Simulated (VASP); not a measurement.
# NaF (Fm-3m) in VASP: further runs

NaF is run at these levels: r2SCAN; tasks: single point.

All numbers are computed with VASP 6.6.1; they aren't measurements. Logs are shortened: lines on timing, memory, paths and dates and some standing lists are left out, and cuts for length are marked.

### 1 The cell of the first run

The structure is cubic, space group Fm-3m (No. 225). The conventional cell has a = 4.647 Å, b = 4.647 Å, c = 4.647 Å, α = 90.00°, β = 90.00°, γ = 90.00°. Na (site symmetry m-3m) has 6 F at 2.32 Å within 3.1 Å. Within 3.1 Å of F (site symmetry m-3m) lie 6 Na at 2.32 Å.

### 2 Single point, r2SCAN

The input, POSCAR:

```
NaF
1.0
    0.0000000000      2.3233000000      2.3233000000
    2.3233000000      0.0000000000      2.3233000000
    2.3233000000      2.3233000000      0.0000000000
Na F
1 1
Direct
    0.0000000000      0.0000000000      0.0000000000
    0.5000000000      0.5000000000      0.5000000000
```

The input, INCAR.step1:

```
SYSTEM = NaF
PREC = Accurate
ENCUT = 520
ISMEAR = 0
SIGMA = 0.05
LREAL = .False.
LASPH = .True.
NELM = 80
NBANDS = 14
GGA = PE
ALGO = Normal
EDIFF = 1E-4
LWAVE = .True.
LCHARG = .False.
```

The input, INCAR.step2:

```
SYSTEM = NaF
PREC = Accurate
ENCUT = 520
EDIFF = 1E-6
ISMEAR = 0
SIGMA = 0.05
LREAL = .False.
LASPH = .True.
NELM = 80
ALGO = Normal
ISIF = 2
LWAVE = .False.
LCHARG = .True.
METAGGA = R2SCAN
LMIXTAU = .True.
LELF = .True.
LVHAR = .True.
NBANDS = 14
ISTART = 1
```

The input, KPOINTS:

```
Automatic mesh
0
Gamma
  8 8 8
  0 0 0
```

Potentials or basis: VASP PAW PBE potentials, release 64 (Na_pv, F).

Run with:

```
cat potpaw_PBE.64/Na_pv/POTCAR potpaw_PBE.64/F/POTCAR > POTCAR
cp INCAR.step1 INCAR
mpirun -np 1 vasp_std > vasp.out
cp INCAR.step2 INCAR
mpirun -np 1 vasp_std > vasp.out
```

OUTCAR:

```text
SYSTEM = NaF
   PREC = Accurate
   ENCUT = 520
   EDIFF = 1E-6
   ISMEAR = 0
   LREAL = .False.
   LASPH = .True.
   NELM = 80
   ISIF = 2
   METAGGA = R2SCAN
   ISTART = 1

 ion  position               nearest neighbor table
   1  0.000  0.000  0.000-   2 2.32   2 2.32   2 2.32   2 2.32   2 2.32   2 2.32
   2  0.500  0.500  0.500-   1 2.32   1 2.32   1 2.32   1 2.32   1 2.32   1 2.32

  LATTYP: Found a face centered cubic cell.
 ALAT       =     4.6466000000

  Lattice vectors:

 A1 = (   0.0000000000,   2.3233000000,   2.3233000000)
 A2 = (   2.3233000000,   0.0000000000,   2.3233000000)
 A3 = (   2.3233000000,   2.3233000000,   0.0000000000)

Analysis of symmetry for initial positions (statically):
=====================================================================
 Subroutine PRICEL returns:
 Original cell was already a primitive cell.

 Routine SETGRP: Setting up the symmetry group for a
 face centered cubic supercell.

 Subroutine GETGRP returns: Found 48 space group operations
 (whereof 48 operations were pure point group operations)
 out of a pool of 48 trial point group operations.

The static configuration has the point symmetry O_h .

Analysis of symmetry for dynamics (positions and initial velocities):
=====================================================================
 Subroutine PRICEL returns:
 Original cell was already a primitive cell.

 Routine SETGRP: Setting up the symmetry group for a
 face centered cubic supercell.

 Subroutine GETGRP returns: Found 48 space group operations
 (whereof 48 operations were pure point group operations)
 out of a pool of 48 trial point group operations.

The dynamic configuration has the point symmetry O_h .

 Subroutine INISYM returns: Found 48 space group operations
 (whereof 48 operations are pure point group operations),
 and found     1 'primitive' translations

----------------------------------------------------------------------------------------

                                     Primitive cell

  volume of cell :      25.0811

  direct lattice vectors                    reciprocal lattice vectors
     0.000000000  2.323300000  2.323300000    -0.215211122  0.215211122  0.215211122
     2.323300000  0.000000000  2.323300000     0.215211122 -0.215211122  0.215211122
     2.323300000  2.323300000  0.000000000     0.215211122  0.215211122 -0.215211122

  length of vectors
     3.285642369  3.285642369  3.285642369     0.372756598  0.372756598  0.372756598

  position of ions in fractional coordinates (direct lattice)
     0.000000000  0.000000000  0.000000000
     0.500000000  0.500000000  0.500000000

  ion indices of the primitive-cell ions
   primitive index   ion index
                 1           1
                 2           2

----------------------------------------------------------------------------------------

 KPOINTS: Automatic mesh

Automatic generation of k-mesh.
 Grid dimensions read from file:
 generate k-points for:    8    8    8

 Generating k-lattice:

  Cartesian coordinates                     Fractional coordinates (reciprocal lattice)
    -0.026901390  0.026901390  0.026901390     0.125000000  0.000000000  0.000000000
     0.026901390 -0.026901390  0.026901390     0.000000000  0.125000000  0.000000000
     0.026901390  0.026901390 -0.026901390     0.000000000  0.000000000  0.125000000

  Length of vectors
     0.046594575  0.046594575  0.046594575

  Shift w.r.t. Gamma in fractional coordinates (k-lattice)
     0.000000000  0.000000000  0.000000000

 Subroutine IBZKPT returns following result:
 ===========================================

 Found     29 irreducible k-points:

 Following reciprocal coordinates:
            Coordinates               Weight
  0.000000  0.000000  0.000000      1.000000
  0.125000  0.000000  0.000000      8.000000
  0.250000  0.000000  0.000000      8.000000
  0.375000  0.000000  0.000000      8.000000
  0.500000  0.000000  0.000000      4.000000
  0.125000  0.125000  0.000000      6.000000
[... 16 lines left out ...]
  0.500000  0.250000  0.125000     48.000000
 -0.375000  0.250000  0.125000     24.000000
 [... further k-points ...]
   k-points           NKPTS =     29   k-points in BZ     NKDIM =     29   number of bands    NBANDS=     14
   number of dos      NEDOS =    301   number of ions     NIONS =      2
   total plane-waves  NPLWV =  13824
   dimension x,y,z NGX =    24 NGY =   24 NGZ =   24
   dimension x,y,z NGXF=    48 NGYF=   48 NGZF=   48
   ions per type =               1   1
   NGX,Y,Z   is equivalent  to a cutoff of  12.14, 12.14, 12.14 a.u.
   NGXF,Y,Z  is equivalent  to a cutoff of  24.29, 24.29, 24.29 a.u.
 SYSTEM =  NaF
   PREC   = accura    normal or accurate (medium, high low for compatibility)
   ISTART =      1    job   : 0-new  1-cont  2-samecut
   ICHARG =      0    charge: 1-file 2-atom 10-const
   ISPIN  =      1    spin polarized calculation?
   LNONCOLLINEAR =      F non collinear calculations
   LSORBIT =      F    spin-orbit coupling
   LASPH  =      T    aspherical Exc in radial PAW
   ENCUT  =  520.0 eV  38.22 Ry    6.18 a.u.   6.11  6.11  6.11*2*pi/ulx,y,z
   NELM   =     80;   NELMIN=  2; NELMDL=  0     # of ELM steps
   EDIFF  = 0.1E-05   stopping-criterion for ELM
   LREAL  =      F    real-space projection
   EDIFFG = 0.1E-04   stopping-criterion for IOM
   NSW    =      0    number of steps for IOM
   IBRION =     -1    ionic relax: 0-MD 1-quasi-New 2-CG
   NFREE  =      0    steps in history (QN), initial steepest desc. (CG)
   ISIF   =      2    stress and relaxation
   ISYM   =      2    0-nonsym 1-usesym 2-fastsym
   POTIM  = 0.5000    time-step for ionic-motion
   TEBEG  =    0.0;   TEEND  =   0.0 temperature during run
   PSTRESS=    0.0 pullay stress
   NELECT =      14.0000    total number of electrons
   NUPDOWN=      -1.0000    fix difference up-down
   EMIN   =  10.00;   EMAX   =-10.00  energy-range for DOS
   EFERMI =   0.00;   METHOD = LEGACY
   ISMEAR =     0;   SIGMA  =   0.05  broadening in eV -4-tet -1-fermi 0-gaus
   EFERMI_NEDOS =   21; number of points for ismear=-14 and -15
   IALGO  =     38    algorithm
   IMIX   =      4    mixing-type and parameters
     AMIX     =   0.40;   BMIX     =  1.00
     AMIX_MAG =   1.60;   BMIX_MAG =  1.00
  volume/ion in A,a.u.               =      12.54        84.63
  Fermi-wavevector in a.u.,A,eV,Ry     =   1.347935  2.547227 24.720809  1.816928
  Thomas-Fermi vector in A             =   2.475645
   LORBIT       =      0    0 simple, 1 ext, 2 COOP (PROOUT), +10 PAW based schemes
   METAGGA = R2SCAN    functional components
   LHFCALC =     F    Hartree Fock is set to
   AEXX    =    0.0000 exact exchange contribution
   IVDW    =     0    specifies the selected vdW correction
   LEPSILON=     F    determine dielectric tensor
   LRPA    =     F    only Hartree local field effects (RPA)
 non-spin polarized calculation
 Gauss-broadening in eV      SIGMA  =   0.05
  energy-cutoff  :      520.00
  volume of cell :       25.08
 maximum number of plane-waves:       692
   NGX = 13   NGY = 13   NGZ = 13

 number of electron      13.9999982 magnetization

 Free energy of the ion-electron system (eV)
  ---------------------------------------------------
  ext. energy  EPLUGINS =         0.00000000
  ---------------------------------------------------
  free energy    TOTEN  =       -12.59563399 eV

  energy without entropy =      -12.59563399  energy(sigma->0) =      -12.59563399

 E-fermi :  -2.4633     XC(G=0):  -9.7318

 val. band max:       -2.7592420971   @ k =   0.0000   0.0000   0.0000
 cond. band min:       4.3658648597   @ k =   0.0000   0.0000   0.0000
 fundamental gap:      7.1251069567
 Fermi energy:        -2.4632546259

 k-point     1 :       0.0000    0.0000    0.0000
  band No.  band energies     occupation
      1     -23.0413      2.00000
      2     -22.2839      2.00000
      3     -22.2834      2.00000
      4     -22.2834      2.00000
      5      -2.7593      2.00000
      6      -2.7592      2.00000
      7      -2.7592      2.00000
      8       4.3659      0.00000
      9      16.9639      0.00000
     10      16.9639      0.00000
     11      16.9639      0.00000
     12      19.5914      0.00000
     13      22.2052      0.00000
     14      22.2052      0.00000

 k-point     2 :       0.1250    0.0000    0.0000
  band No.  band energies     occupation
      1     -23.1254      2.00000
      2     -22.2855      2.00000
      3     -22.2850      2.00000
      4     -22.1813      2.00000
      5      -3.0369      2.00000
      6      -2.7982      2.00000
      7      -2.7981      2.00000
      8       4.9034      0.00000
      9      15.1901      0.00000
     10      17.2300      0.00000
     11      17.2301      0.00000
     12      21.6721      0.00000
     13      21.7386      0.00000
     14      21.7387      0.00000

 k-point     3 :       0.2500    0.0000    0.0000
  band No.  band energies     occupation
      1     -23.2745      2.00000
      2     -22.2892      2.00000
      3     -22.2888      2.00000
      4     -21.9863      2.00000
      5      -3.6143      2.00000
      6      -2.8908      2.00000
      7      -2.8908      2.00000
      8       6.2213      0.00000
      9      13.1370      0.00000
     10      17.8694      0.00000
     11      17.8698      0.00000
     12      21.0956      0.00000
     13      21.0957      0.00000
     14      22.7566      0.00000
[... 324 lines left out ...]
 k-point    23 :       0.5000    0.2500    0.1250
  band No.  band energies     occupation
      1     -23.2680      2.00000
      2     -22.3306      2.00000
      3     -22.3052      2.00000
      4     -21.9209      2.00000
      5      -3.9541      2.00000
      6      -3.2521      2.00000
      7      -3.0596      2.00000
      8       8.7334      0.00000
      9      11.5782      0.00000
     10      15.8459      0.00000
     11      17.6014      0.00000
     12      19.7471      0.00000
     13      21.8532      0.00000
     14      26.0809      0.00000

 k-point    24 :      -0.3750    0.2500    0.1250
  band No.  band energies     occupation
      1     -23.2760      2.00000
      2     -22.3333      2.00000
      3     -22.3121      2.00000
      4     -21.8978      2.00000
      5      -4.0255      2.00000
      6      -3.3293      2.00000
      7      -3.0973      2.00000
      8       9.8135      0.00000
      9      10.8058      0.00000
     10      15.5354      0.00000
     11      17.2806      0.00000
     12      20.3894      0.00000
     13      21.4041      0.00000
     14      26.3116      0.00000

 [... further k-points ...]

------------------------ aborting loop because EDIFF is reached ----------------------------------------

  FORCE on cell =-STRESS in cart. coord.  units (eV):
  Direction    XX          YY          ZZ          XY          YZ          ZX
  --------------------------------------------------------------------------------------
  -------------------------------------------------------------------------------------
  Total       -0.3358182     -0.3358182     -0.3358182      0.0000000      0.0000000      0.0000000
  in kB      -21.4520571    -21.4520571    -21.4520571      0.0000000      0.0000000      0.0000000
  external PRESSURE =     -21.4520571 kB  Pullay stress =       0.0000000 kB

 VOLUME and BASIS-vectors are now :
 -----------------------------------------------------------------------------
  energy-cutoff  :      520.00
  volume of cell :       25.08
      direct lattice vectors                 reciprocal lattice vectors
     0.000000000  2.323300000  2.323300000    -0.215211122  0.215211122  0.215211122
     2.323300000  0.000000000  2.323300000     0.215211122 -0.215211122  0.215211122
     2.323300000  2.323300000  0.000000000     0.215211122  0.215211122 -0.215211122

 POSITION                                       TOTAL-FORCE (eV/Angst)
 -----------------------------------------------------------------------------------
      0.00000      0.00000      0.00000         0.000000      0.000000      0.000000
      2.32330      2.32330      2.32330         0.000000     -0.000000     -0.000000
 -----------------------------------------------------------------------------------
    total drift:                                0.000000     -0.000000      0.000000

  FREE ENERGIE OF THE ION-ELECTRON SYSTEM (eV)
  ---------------------------------------------------
  free  energy   TOTEN  =       -12.5956339886 eV

  energy  without entropy=      -12.5956339886  energy(sigma->0) =      -12.59563399
```

Wall time 46 s (1 thread of Intel Xeon 8259CL, shared host); peak memory 0.14 GiB.

Results:

| Property | Result |
| --- | --- |
| Free energy | -12.5956 eV |
| Pressure | -2.1 GPa |
| Band gap on the k mesh | 7.13 eV |

Levels at points of the mesh, in eV from the valence-band top:
```tsv
k point	band 3	band 4	band 5	band 6	band 7	band 8	band 9	band 10	band 11	band 12
(0.00, 0.00, 0.00)	-19.52	-19.52	0.00	0.00	0.00	7.13	19.72	19.72	19.72	22.35
(0.50, 0.00, 0.00)	-19.53	-19.01	-1.53	-0.26	-0.26	11.57	13.34	21.32	21.32	23.79
(0.50, 0.50, 0.00)	-19.57	-19.57	-1.25	-0.40	-0.40	13.88	13.99	14.76	20.99	20.99
```

Caveat: the PAW data sets were made with another functional, which shifts forces and pressure a little. r2SCAN opens gaps a little over a GGA but as a rule still falls short of measured ones.

### 3 Single point, r2SCAN

POSCAR is that of step 2.

The input, INCAR.step1:

```
PREC = Accurate
ENCUT = 520
ISMEAR = 0
SIGMA = 0.05
LREAL = False
LASPH = True
NELM = 80
NBANDS = 14
GGA = PE
ALGO = Normal
EDIFF = 1E-4
LWAVE = True
LCHARG = False
```

The input, INCAR.step2:

```
PREC = Accurate
ENCUT = 520
EDIFF = 1E-6
ISMEAR = 0
SIGMA = 0.05
LREAL = False
LASPH = True
NELM = 80
ALGO = Normal
ISIF = 2
LWAVE = False
LCHARG = False
METAGGA = R2SCAN
LMIXTAU = True
NBANDS = 14
ISTART = 1
```

The input, KPOINTS:

```
regular mesh
0
Gamma
  10 10 10
```

Potentials or basis: VASP PAW PBE potentials, release 64 (Na_pv, F).

Run with:

```
cat potpaw_PBE.64/Na_pv/POTCAR potpaw_PBE.64/F/POTCAR > POTCAR
cp INCAR.step1 INCAR
mpirun -np 1 vasp_std > vasp.out
cp INCAR.step2 INCAR
mpirun -np 1 vasp_std > vasp.out
```

Wall time 59 s (1 thread of Intel Xeon 8259CL, shared host); peak memory 0.14 GiB.

It converged, with:

- Free energy: -12.5957 eV
- Pressure: -2.1 GPa
- Band gap on the k mesh: 7.13 eV

Levels at points of the mesh, in eV from the valence-band top:
```tsv
k point	band 3	band 4	band 5	band 6	band 7	band 8	band 9	band 10	band 11	band 12
(0.00, 0.00, 0.00)	-19.52	-19.52	0.00	0.00	0.00	7.13	19.72	19.72	19.72	22.35
(0.50, 0.00, 0.00)	-19.53	-19.01	-1.53	-0.26	-0.26	11.57	13.34	21.32	21.32	23.79
(0.50, 0.50, 0.00)	-19.57	-19.57	-1.25	-0.40	-0.40	13.88	13.99	14.76	20.99	20.99
```

Caveat: the PAW data sets were made with another functional, which shifts forces and pressure a little. r2SCAN opens gaps a little over a GGA but as a rule still falls short of measured ones.
